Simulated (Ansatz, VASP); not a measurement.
One calculation of Nb, two programs

```
CELL_PARAMETERS angstrom
-1.65671 1.65671 1.65671
1.65671 -1.65671 1.65671
1.65671 1.65671 -1.65671
ATOMIC_POSITIONS crystal
Nb 0.00000 0.00000 0.00000
```

Alike in both runs: functional PBE; k mesh 18 × 18 × 18; occupations fermi-dirac, width 0.15 eV; no spin polarisation.

Ansatz relaxed the structure, and its values are those at the end. VASP's run is a single point on that final structure, the one shown.

```csv
,VASP,Ansatz
version,VASP 6.6.1,Ansatz 0.2.0
potentials or method,"VASP PAW PBE potentials, release 64 (Nb_sv), cutoff 520 eV","scalar-relativistic, plane waves, PAW"
valence electrons in the cell,13,13
```

Ansatz gave:

- gap on the k mesh at the Fermi level (eV): none
- pressure (GPa): 0.0

Problem. What did VASP give for the same quantities?

Solution. gap on the k mesh at the Fermi level (eV): none; pressure (GPa): -0.3.

A gap of «none» marks a metal or a gap that the smearing closes.
